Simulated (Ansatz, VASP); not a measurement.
## Ca2RuO3 in VASP and in Ansatz

File INCAR:

```
SYSTEM = Ca2RuO3
  PREC = Accurate
  ENCUT = 600
  EDIFF = 1E-6
  ISMEAR = 0
  SIGMA = 0.1
  LREAL = .FALSE.
  LASPH = .TRUE.
  NELM = 120
  ALGO = Normal
  ISIF = 2
  LWAVE = .FALSE.
  LCHARG = .TRUE.
  GGA = PE
  LELF = .TRUE.
  LVHAR = .TRUE.
  NBANDS = 35
  GGA_COMPAT = .FALSE.
```

KPOINTS

```
regular mesh
0
G
  12 12 12
  0 0 0
```

File POSCAR:

```
Ca2RuO3
1.0
   -1.6469712125      1.8712986875      6.4068057138
    1.6469712125     -1.8712986875      6.4068057138
    1.6469712125      1.8712986875     -6.4068057138
Ca Ru O
2 1 3
Direct
    0.3453947252      0.3453947252      0.0000000000
    0.6546052748      0.6546052748      0.0000000000
    0.0000000000      0.0000000000      0.0000000000
    0.5000000000      0.0000000000      0.5000000000
    0.8340393500      0.8340393500      0.0000000000
    0.1659606500      0.1659606500      0.0000000000
```

Input for Ansatz:

```yaml
crystal:
  lattice:
    - [-1.6469712125, 1.8712986875, 6.4068057138]
    - [1.6469712125, -1.8712986875, 6.4068057138]
    - [1.6469712125, 1.8712986875, -6.4068057138]
  atoms:
    - { symbol: Ca, position: [0.3453947252, 0.3453947252, 0.0] }
    - { symbol: Ca, position: [0.6546052748, 0.6546052748, 0.0] }
    - { symbol: Ru, position: [0.0, 0.0, 0.0] }
    - { symbol: O, position: [0.5, 0.0, 0.5] }
    - { symbol: O, position: [0.83403935, 0.83403935, 0.0] }
    - { symbol: O, position: [0.16596065, 0.16596065, 0.0] }
basis:
  ecutwfc: 420
kpoints:
  mp_grid: { grid: [12, 12, 12] }
  band_path:
    path:
      - [[0.0, 0.0, 0.0], [0.5, 0.5, -0.5], [0.26652072, 0.73347928, -0.26652072]]
      - [[-0.26652072, 0.26652072, 0.26652072], [0.0, 0.0, 0.0], [0.27132766, -0.27132766, 0.27132766]]
      - [[0.72867234, 0.27132766, -0.27132766], [0.5, 0.5, -0.5]]
      - [[0.0, 0.0, 0.0], [0.0, 0.5, 0.0], [0.25, 0.25, 0.25], [0.5, 0.0, 0.0], [0.0, 0.0, 0.0], [0.0, 0.0, 0.5], [0.25, 0.25, 0.25]]
    npoints: 14
hamiltonian:
  xc: pbe
scf:
  occupations: { method: gaussian, width: 0.1 }
  n_extra_bands: 15
output:
  forces: true
  stress: true
  eigenvalues: true
  populations: true
  dos: { projected: true, de: 0.02, nscf_kmesh: { grid: [15, 15, 15] } }
  bader: true
```

Alike in both runs: task single point; functional PBE; k mesh 12 × 12 × 12; occupations gaussian, width 0.1 eV; no spin polarisation.

```csv
,VASP,Ansatz
version,VASP 6.6.1,Ansatz 0.2.0
potentials or method,"VASP PAW PBE potentials, release 64 (Ca_sv, Ru_pv, O), cutoff 600 eV","scalar-relativistic, plane waves, PAW"
valence electrons in the cell,52,54
```

Ansatz gave:

- gap on the k mesh at the Fermi level (eV): none
- pressure (GPa): 0.0
- traceless stress, the component that is largest in VASP (GPa): -0.02
- rms of the force components (eV/Å): 0.000

Task: What did VASP give for the same quantities?

Result: gap on the k mesh at the Fermi level (eV): none; pressure (GPa): 0.3; traceless stress, the component that is largest in VASP (GPa): -0.12; rms of the force components (eV/Å): 0.006.

Atom by atom the forces differ by 0.006 eV/Å (rms over components). A gap of «none» marks a metal or a gap that the smearing closes. VASP's potentials hold 52 valence electrons a cell and Ansatz's 54, so a difference there can come from the potentials and not from the codes.
